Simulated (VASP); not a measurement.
# AgBr (Fm-3m) in VASP: notebook

AgBr is run at these levels: r2SCAN; tasks: single point.

Program: VASP 6.6.1. These are calculated values, not measurements. Logs are shortened: lines on timing, memory, paths and dates and some standing lists are left out, and cuts for length are marked.

## (1) The cell of the first run

The structure is cubic, space group Fm-3m (No. 225). The conventional cell has a = 5.418 Å, b = 5.418 Å, c = 5.418 Å, α = 90.00°, β = 90.00°, γ = 90.00°. Ag (site symmetry m-3m) has 6 Br at 2.71 Å within 3.6 Å. Within 3.6 Å of Br (site symmetry m-3m) lie 6 Ag at 2.71 Å.

## (2) Single point, r2SCAN

The input, POSCAR:

```
AgBr
1.0
    2.7087576270      2.7087576270      0.0000000000
   -2.7087576270      2.7087576270      0.0000000000
    0.0000000000      2.7087576270      2.7087576270
Ag Br
1 1
Direct
    0.0000000000      0.0000000000      0.0000000000
    0.5000000000      0.5000000000      0.0000000000
```

The input, INCAR.step1:

```
SYSTEM = AgBr
PREC = Accurate
ENCUT = 550
ISMEAR = 0
SIGMA = 0.01
LREAL = .FALSE.
LASPH = .TRUE.
NELM = 120
NBANDS = 16
GGA = PE
ALGO = Normal
EDIFF = 1E-5
LWAVE = .TRUE.
LCHARG = .FALSE.
GGA_COMPAT = .FALSE.
```

The input, INCAR.step2:

```
SYSTEM = AgBr
PREC = Accurate
ENCUT = 550
EDIFF = 1E-6
ISMEAR = 0
SIGMA = 0.01
LREAL = .FALSE.
LASPH = .TRUE.
NELM = 120
ALGO = Normal
ISIF = 2
LWAVE = .FALSE.
LCHARG = .FALSE.
METAGGA = R2SCAN
LMIXTAU = .TRUE.
NBANDS = 16
ISTART = 1
GGA_COMPAT = .FALSE.
```

The input, KPOINTS:

```
regular mesh
0
G
  8 8 8
  0 0 0
```

Potentials or basis: VASP PAW PBE potentials, release 64 (Ag, Br).

Run with:

```console
cat potpaw_PBE.64/Ag/POTCAR potpaw_PBE.64/Br/POTCAR > POTCAR
cp INCAR.step1 INCAR
mpirun -np 1 vasp_std > vasp.out
cp INCAR.step2 INCAR
mpirun -np 1 vasp_std > vasp.out
```

OUTCAR:

```text
SYSTEM = AgBr
   PREC = Accurate
   ENCUT = 550
   EDIFF = 1E-6
   ISMEAR = 0
   LREAL = .FALSE.
   LASPH = .TRUE.
   NELM = 120
   ISIF = 2
   METAGGA = R2SCAN
   ISTART = 1

 ion  position               nearest neighbor table
   1  0.000  0.000  0.000-   2 2.71   2 2.71   2 2.71   2 2.71   2 2.71   2 2.71
   2  0.500  0.500  0.000-   1 2.71   1 2.71   1 2.71   1 2.71   1 2.71   1 2.71

  LATTYP: Found a face centered cubic cell.
 ALAT       =     5.4175152540

  Lattice vectors:

 A1 = (   0.0000000000,   2.7087576270,   2.7087576270)
 A2 = (   2.7087576270,   0.0000000000,   2.7087576270)
 A3 = (   2.7087576270,   2.7087576270,   0.0000000000)

Analysis of symmetry for initial positions (statically):
=====================================================================
 Subroutine PRICEL returns:
 Original cell was already a primitive cell.

 Routine SETGRP: Setting up the symmetry group for a
 face centered cubic supercell.

 Subroutine GETGRP returns: Found 48 space group operations
 (whereof 48 operations were pure point group operations)
 out of a pool of 48 trial point group operations.

The static configuration has the point symmetry O_h .

Analysis of symmetry for dynamics (positions and initial velocities):
=====================================================================
 Subroutine PRICEL returns:
 Original cell was already a primitive cell.

 Routine SETGRP: Setting up the symmetry group for a
 face centered cubic supercell.

 Subroutine GETGRP returns: Found 48 space group operations
 (whereof 48 operations were pure point group operations)
 out of a pool of 48 trial point group operations.

The dynamic configuration has the point symmetry O_h .

 Subroutine INISYM returns: Found 48 space group operations
 (whereof 48 operations are pure point group operations),
 and found     1 'primitive' translations

----------------------------------------------------------------------------------------

                                     Primitive cell

  volume of cell :      39.7503

  direct lattice vectors                    reciprocal lattice vectors
     2.708757627  2.708757627  0.000000000     0.184586467  0.184586467 -0.184586467
    -2.708757627  2.708757627  0.000000000    -0.184586467  0.184586467 -0.184586467
     0.000000000  2.708757627  2.708757627     0.000000000  0.000000000  0.369172934

  length of vectors
     3.830761773  3.830761773  3.830761773     0.319713139  0.319713139  0.369172934

  position of ions in fractional coordinates (direct lattice)
     0.000000000  0.000000000  0.000000000
     0.500000000  0.500000000  0.000000000

  ion indices of the primitive-cell ions
   primitive index   ion index
                 1           1
                 2           2

----------------------------------------------------------------------------------------

 KPOINTS: regular mesh

Automatic generation of k-mesh.
 Grid dimensions read from file:
 generate k-points for:    8    8    8

 Generating k-lattice:

  Cartesian coordinates                     Fractional coordinates (reciprocal lattice)
     0.023073308  0.023073308 -0.023073308     0.125000000  0.000000000  0.000000000
    -0.023073308  0.023073308 -0.023073308     0.000000000  0.125000000  0.000000000
     0.000000000  0.000000000  0.046146617     0.000000000  0.000000000  0.125000000

  Length of vectors
     0.039964142  0.039964142  0.046146617

  Shift w.r.t. Gamma in fractional coordinates (k-lattice)
     0.000000000  0.000000000  0.000000000

 Subroutine IBZKPT returns following result:
 ===========================================

 Found     29 irreducible k-points:

 Following reciprocal coordinates:
            Coordinates               Weight
  0.000000  0.000000  0.000000      1.000000
  0.125000  0.000000  0.000000      8.000000
  0.250000  0.000000  0.000000      8.000000
  0.375000  0.000000  0.000000      8.000000
  0.500000  0.000000  0.000000      4.000000
  0.125000  0.125000  0.000000     12.000000
[... 16 lines left out ...]
  0.375000  0.250000  0.125000     48.000000
  0.500000  0.250000  0.125000     24.000000
 [... further k-points ...]
   k-points           NKPTS =     29   k-points in BZ     NKDIM =     29   number of bands    NBANDS=     16
   number of dos      NEDOS =    301   number of ions     NIONS =      2
   total plane-waves  NPLWV =  27000
   dimension x,y,z NGX =    30 NGY =   30 NGZ =   30
   dimension x,y,z NGXF=    60 NGYF=   60 NGZF=   60
   ions per type =               1   1
   NGX,Y,Z   is equivalent  to a cutoff of  13.02, 13.02, 13.02 a.u.
   NGXF,Y,Z  is equivalent  to a cutoff of  26.04, 26.04, 26.04 a.u.
 SYSTEM =  AgBr
   PREC   = accura    normal or accurate (medium, high low for compatibility)
   ISTART =      1    job   : 0-new  1-cont  2-samecut
   ICHARG =      0    charge: 1-file 2-atom 10-const
   ISPIN  =      1    spin polarized calculation?
   LNONCOLLINEAR =      F non collinear calculations
   LSORBIT =      F    spin-orbit coupling
   LASPH  =      T    aspherical Exc in radial PAW
   ENCUT  =  550.0 eV  40.42 Ry    6.36 a.u.   7.33  7.33  7.33*2*pi/ulx,y,z
   NELM   =    120;   NELMIN=  2; NELMDL=  0     # of ELM steps
   EDIFF  = 0.1E-05   stopping-criterion for ELM
   LREAL  =      F    real-space projection
   EDIFFG = 0.1E-04   stopping-criterion for IOM
   NSW    =      0    number of steps for IOM
   IBRION =     -1    ionic relax: 0-MD 1-quasi-New 2-CG
   NFREE  =      0    steps in history (QN), initial steepest desc. (CG)
   ISIF   =      2    stress and relaxation
   ISYM   =      2    0-nonsym 1-usesym 2-fastsym
   POTIM  = 0.5000    time-step for ionic-motion
   TEBEG  =    0.0;   TEEND  =   0.0 temperature during run
   PSTRESS=    0.0 pullay stress
   NELECT =      18.0000    total number of electrons
   NUPDOWN=      -1.0000    fix difference up-down
   EMIN   =  10.00;   EMAX   =-10.00  energy-range for DOS
   EFERMI =   0.00;   METHOD = LEGACY
   ISMEAR =     0;   SIGMA  =   0.01  broadening in eV -4-tet -1-fermi 0-gaus
   EFERMI_NEDOS =   21; number of points for ismear=-14 and -15
   IALGO  =     38    algorithm
   IMIX   =      4    mixing-type and parameters
     AMIX     =   0.40;   BMIX     =  1.00
     AMIX_MAG =   1.60;   BMIX_MAG =  1.00
  volume/ion in A,a.u.               =      19.88       134.12
  Fermi-wavevector in a.u.,A,eV,Ry     =   1.257145  2.375660 21.502846  1.580415
  Thomas-Fermi vector in A             =   2.390819
   LORBIT       =      0    0 simple, 1 ext, 2 COOP (PROOUT), +10 PAW based schemes
   METAGGA = R2SCAN    functional components
   LHFCALC =     F    Hartree Fock is set to
   AEXX    =    0.0000 exact exchange contribution
   IVDW    =     0    specifies the selected vdW correction
   LEPSILON=     F    determine dielectric tensor
   LRPA    =     F    only Hartree local field effects (RPA)
 non-spin polarized calculation
 Gauss-broadening in eV      SIGMA  =   0.01
  energy-cutoff  :      550.00
  volume of cell :       39.75
 maximum number of plane-waves:      1211
 NGX is ok and might be reduce to    30
   NGX = 15   NGY = 15   NGZ = 15

 number of electron      17.9999999 magnetization

 Free energy of the ion-electron system (eV)
  ---------------------------------------------------
  ext. energy  EPLUGINS =         0.00000000
  ---------------------------------------------------
  free energy    TOTEN  =       -35.18357412 eV

  energy without entropy =      -35.18357412  energy(sigma->0) =      -35.18357412

 E-fermi :   5.7521     XC(G=0): -11.3443

 val. band max:        5.7087843161   @ k =   0.5000   0.0000   0.0000
 cond. band min:       7.0483864183   @ k =   0.0000   0.0000   0.0000
 fundamental gap:      1.3396021022
 Fermi energy:         5.7520934429

 k-point     1 :       0.0000    0.0000    0.0000
  band No.  band energies     occupation
      1     -11.2341      2.00000
      2       2.0090      2.00000
      3       2.0090      2.00000
      4       2.0090      2.00000
      5       2.0149      2.00000
      6       2.0149      2.00000
[... 8 lines left out ...]
     15      19.1369      0.00000
     16      19.1369      0.00000

 k-point     2 :       0.1250    0.0000    0.0000
  band No.  band energies     occupation
      1     -11.1366      2.00000
      2       1.4323      2.00000
      3       1.4323      2.00000
      4       1.4891      2.00000
      5       2.0738      2.00000
      6       2.0738      2.00000
[... 8 lines left out ...]
     15      17.6456      0.00000
     16      17.8773      0.00000

 k-point     3 :       0.2500    0.0000    0.0000
  band No.  band energies     occupation
      1     -10.8858      2.00000
      2       0.2021      2.00000
      3       0.7371      2.00000
      4       0.7371      2.00000
      5       2.2341      2.00000
      6       2.2341      2.00000
[... 8 lines left out ...]
     15      17.8029      0.00000
     16      17.8733      0.00000

 k-point     4 :       0.3750    0.0000    0.0000
  band No.  band energies     occupation
      1     -10.6084      2.00000
      2      -0.8693      2.00000
      3       0.2812      2.00000
      4       0.2812      2.00000
      5       2.4026      2.00000
      6       2.4026      2.00000
[... 8 lines left out ...]
     15      18.8578      0.00000
     16      18.8578      0.00000

 k-point     5 :       0.5000    0.0000    0.0000
  band No.  band energies     occupation
      1     -10.4839      2.00000
      2      -1.2752      2.00000
      3       0.1242      2.00000
      4       0.1242      2.00000
      5       2.4750      2.00000
      6       2.4750      2.00000
[... 8 lines left out ...]
     15      19.6305      0.00000
     16      19.6305      0.00000

 k-point     6 :       0.1250    0.1250    0.0000
  band No.  band energies     occupation
      1     -10.9912      2.00000
      2       0.5812      2.00000
      3       0.8430      2.00000
      4       1.4374      2.00000
      5       2.1133      2.00000
      6       2.2131      2.00000
[... 8 lines left out ...]
     15      18.6100      0.00000
     16      19.0675      0.00000

 k-point     7 :       0.2500    0.1250    0.0000
  band No.  band energies     occupation
      1     -10.7388      2.00000
      2      -0.3344      2.00000
      3       0.3867      2.00000
      4       0.8302      2.00000
      5       2.2523      2.00000
      6       2.3642      2.00000
[... 8 lines left out ...]
     15      19.3392      0.00000
     16      19.7284      0.00000

 k-point     8 :       0.3750    0.1250    0.0000
  band No.  band energies     occupation
      1     -10.5193      2.00000
      2      -0.9661      2.00000
      3       0.1712      2.00000
      4       0.3049      2.00000
      5       2.4128      2.00000
      6       2.4545      2.00000
[... 8 lines left out ...]
     15      19.3196      0.00000
     16      20.4192      0.00000

 k-point     9 :       0.5000    0.1250    0.0000
  band No.  band energies     occupation
      1     -10.4831      2.00000
      2      -1.0488      2.00000
      3       0.1390      2.00000
      4       0.2412      2.00000
      5       2.4052      2.00000
      6       2.4920      2.00000
[... 8 lines left out ...]
     15      19.8271      0.00000
     16      20.4312      0.00000
[... 172 lines left out ...]
 k-point    19 :       0.5000    0.3750    0.0000
  band No.  band energies     occupation
      1     -10.4746      2.00000
      2      -0.1897      2.00000
      3       0.9351      2.00000
      4       1.1636      2.00000
      5       2.0004      2.00000
      6       2.5671      2.00000
[... 8 lines left out ...]
     15      21.0543      0.00000
     16      22.0755      0.00000

 k-point    20 :      -0.3750    0.3750    0.0000
  band No.  band energies     occupation
      1     -10.5630      2.00000
      2      -0.3831      2.00000
      3       1.6258      2.00000
      4       1.6258      2.00000
      5       1.6462      2.00000
      6       2.2162      2.00000
[... 8 lines left out ...]
     15      21.5044      0.00000
     16      22.8998      0.00000

 k-point    21 :       0.5000    0.5000    0.0000
  band No.  band energies     occupation
      1     -10.4718      2.00000
      2      -0.1219      2.00000
      3       1.5856      2.00000
      4       1.7576      2.00000
      5       1.7576      2.00000
      6       2.2515      2.00000
[... 8 lines left out ...]
     15      21.4707      0.00000
     16      21.4707      0.00000

 k-point    22 :       0.2500    0.2500    0.1250
  band No.  band energies     occupation
      1     -10.7309      2.00000
      2      -0.3484      2.00000
      3       0.6633      2.00000
      4       1.0938      2.00000
      5       2.1509      2.00000
      6       2.3724      2.00000
[... 8 lines left out ...]
     15      20.2096      0.00000
     16      21.1545      0.00000

 k-point    23 :       0.3750    0.2500    0.1250
  band No.  band energies     occupation
      1     -10.5322      2.00000
      2      -0.6496      2.00000
      3       0.2808      2.00000
      4       0.5904      2.00000
      5       2.3011      2.00000
      6       2.4874      2.00000
[... 8 lines left out ...]
     15      20.6643      0.00000
     16      21.2081      0.00000

 k-point    24 :       0.5000    0.2500    0.1250
  band No.  band energies     occupation
      1     -10.4458      2.00000
      2      -0.7515      2.00000
      3       0.2052      2.00000
      4       0.2753      2.00000
      5       2.4117      2.00000
      6       2.4815      2.00000
[... 8 lines left out ...]
     15      19.7737      0.00000
     16      21.4262      0.00000

 [... further k-points ...]
[... 5 lines left out ...]
  --------------------------------------------------------------------------------------
  -------------------------------------------------------------------------------------
  Total        3.7168433      3.7168433      3.7168433     -0.0000000      0.0000000     -0.0000000
  in kB      149.8112398    149.8112398    149.8112398     -0.0000000      0.0000000     -0.0000000
  external PRESSURE =     149.8112398 kB  Pullay stress =       0.0000000 kB

 VOLUME and BASIS-vectors are now :
 -----------------------------------------------------------------------------
  energy-cutoff  :      550.00
  volume of cell :       39.75
      direct lattice vectors                 reciprocal lattice vectors
     2.708757627  2.708757627  0.000000000     0.184586467  0.184586467 -0.184586467
    -2.708757627  2.708757627  0.000000000    -0.184586467  0.184586467 -0.184586467
     0.000000000  2.708757627  2.708757627     0.000000000  0.000000000  0.369172934

 POSITION                                       TOTAL-FORCE (eV/Angst)
 -----------------------------------------------------------------------------------
      0.00000      0.00000      0.00000         0.000000     -0.000000      0.000000
      0.00000      2.70876      0.00000        -0.000000      0.000000      0.000000
 -----------------------------------------------------------------------------------
    total drift:                               -0.000000     -0.000000      0.000000

  FREE ENERGIE OF THE ION-ELECTRON SYSTEM (eV)
  ---------------------------------------------------
  free  energy   TOTEN  =       -35.1835741198 eV

  energy  without entropy=      -35.1835741198  energy(sigma->0) =      -35.18357412
```

Run time: 43 s. Hardware: 1 thread of AMD EPYC 9R45 (Zen 5), shared host; peak memory 0.15 GiB.

Results:

- Free energy: -35.1836 eV
- Pressure: 15.0 GPa
- Band gap on the k mesh: 1.34 eV, indirect (least direct gap 3.70 eV)

Levels at points of the mesh, in eV from the valence-band top:
```tsv
k point	band 5	band 6	band 7	band 8	band 9	band 10	band 11	band 12	band 13	band 14
(0.00, 0.00, 0.00)	-3.69	-3.69	-2.75	-2.75	-2.75	1.34	10.36	10.36	10.36	11.23
(0.50, 0.00, 0.00)	-3.23	-3.23	-2.77	0.00	0.00	3.70	6.94	6.94	8.43	13.28
(0.50, 0.50, 0.00)	-3.95	-3.46	-3.08	-3.08	-2.78	1.70	7.11	10.54	12.83	12.83
```

Caveat: the PAW data sets were made with another functional, which shifts forces and pressure a little.

## (3) Single point, r2SCAN

This run uses another cell than the first one, of 20.85 Å³/atom, 1.049 times its volume.

The input, POSCAR:

```
AgBr
1.0
    2.7522127179      2.7522127179      0.0000000000
   -2.7522127179      2.7522127179      0.0000000000
    0.0000000000      2.7522127179      2.7522127179
Ag Br
1 1
Direct
    0.0000000000      0.0000000000      0.0000000000
    0.5000000000      0.5000000000      0.0000000000
```

The input, INCAR.step1:

```
SYSTEM = AgBr
  PREC = Accurate
  ENCUT = 550
  ISMEAR = 0
  SIGMA = 0.01
  LREAL = .False.
  LASPH = .True.
  NELM = 120
  NBANDS = 16
  GGA = PE
  ALGO = Normal
  EDIFF = 1E-5
  LWAVE = .True.
  LCHARG = .False.
  GGA_COMPAT = .False.
```

The input, INCAR.step2:

```
SYSTEM = AgBr
  PREC = Accurate
  ENCUT = 550
  EDIFF = 1E-6
  ISMEAR = 0
  SIGMA = 0.01
  LREAL = .False.
  LASPH = .True.
  NELM = 120
  ALGO = Normal
  ISIF = 2
  LWAVE = .False.
  LCHARG = .True.
  METAGGA = R2SCAN
  LMIXTAU = .True.
  LELF = .True.
  LVHAR = .True.
  NBANDS = 16
  ISTART = 1
  GGA_COMPAT = .False.
```

The input, KPOINTS:

```
regular mesh
0
Gamma
  8 8 8
  0 0 0
```

Potentials or basis: VASP PAW PBE potentials, release 64 (Ag, Br).

Run with:

```console
cat potpaw_PBE.64/Ag/POTCAR potpaw_PBE.64/Br/POTCAR > POTCAR
cp INCAR.step1 INCAR
mpirun -np 1 vasp_std > vasp.out
cp INCAR.step2 INCAR
mpirun -np 1 vasp_std > vasp.out
```

It took 47 s on 1 thread of AMD EPYC 9R45 (Zen 5), shared host; peak memory 0.15 GiB.

The run converged. Its results:

```
Free energy            : -35.3344 eV
Pressure               : 10.0 GPa
Band gap on the k mesh : 1.30 eV, indirect (least direct gap 3.84 eV)
```

Levels at points of the mesh, in eV from the valence-band top:
| k point | band 6 | band 7 | band 8 | band 9 | band 10 | band 11 | band 12 | band 13 |
| --- | --- | --- | --- | --- | --- | --- | --- | --- |
| (0.00, 0.00, 0.00) | -3.41 | -2.54 | -2.54 | -2.54 | 1.30 | 10.38 | 10.38 | 10.38 |
| (0.50, 0.00, 0.00) | -3.00 | -2.57 | 0.00 | 0.00 | 3.86 | 7.07 | 7.07 | 8.08 |
| (0.50, 0.50, 0.00) | -3.20 | -2.86 | -2.86 | -2.62 | 1.83 | 7.20 | 10.31 | 12.57 |

Caveat: the PAW data sets were made with another functional, which shifts forces and pressure a little. A k mesh can miss the band edges.

## (4) Single point, r2SCAN

This run uses another cell than the first one, of 20.85 Å³/atom, 1.049 times its volume.

POSCAR is that of step 3.

The input, INCAR.step1:

```
PREC = Accurate ; ENCUT = 550
ISMEAR = 0 ; SIGMA = 0.01
LREAL = F ; LASPH = T
NELM = 120 ; NBANDS = 16
GGA = PE ; ALGO = Normal
EDIFF = 1E-5 ; LWAVE = T
LCHARG = F ; GGA_COMPAT = F
```

The input, INCAR.step2:

```
PREC = Accurate ; ENCUT = 550
EDIFF = 1E-6 ; ISMEAR = 0
SIGMA = 0.01 ; LREAL = F
LASPH = T ; NELM = 120
ALGO = Normal ; ISIF = 2
LWAVE = F ; LCHARG = T
METAGGA = R2SCAN ; LMIXTAU = T
LELF = T ; LVHAR = T
NBANDS = 16 ; ISTART = 1
GGA_COMPAT = F
```

The input, KPOINTS:

```
regular mesh
0
Gamma
  8 8 8
```

Run with:

```console
cat potpaw_PBE.64/Ag/POTCAR potpaw_PBE.64/Br/POTCAR > POTCAR
cp INCAR.step1 INCAR
mpirun -np 1 vasp_std > vasp.out
cp INCAR.step2 INCAR
mpirun -np 1 vasp_std > vasp.out
```

Wall time 51 s (1 thread of AMD EPYC 9R45 (Zen 5), shared host); peak memory 0.15 GiB.

Results (log left out):

```
Free energy            : -35.3344 eV
Pressure               : 10.0 GPa
Band gap on the k mesh : 1.30 eV, indirect (least direct gap 3.84 eV)
```

Levels at points of the mesh, in eV from the valence-band top:
| k point | band 7 | band 8 | band 9 | band 10 | band 11 | band 12 |
| --- | --- | --- | --- | --- | --- | --- |
| (0.00, 0.00, 0.00) | -2.54 | -2.54 | -2.54 | 1.30 | 10.38 | 10.38 |
| (0.50, 0.00, 0.00) | -2.57 | 0.00 | 0.00 | 3.86 | 7.07 | 7.07 |
| (0.50, 0.50, 0.00) | -2.86 | -2.86 | -2.62 | 1.83 | 7.20 | 10.31 |

Caveat: the PAW data sets were made with another functional, which shifts forces and pressure a little. A k mesh can miss the band edges.

(Part 1 of 2 ends here.)
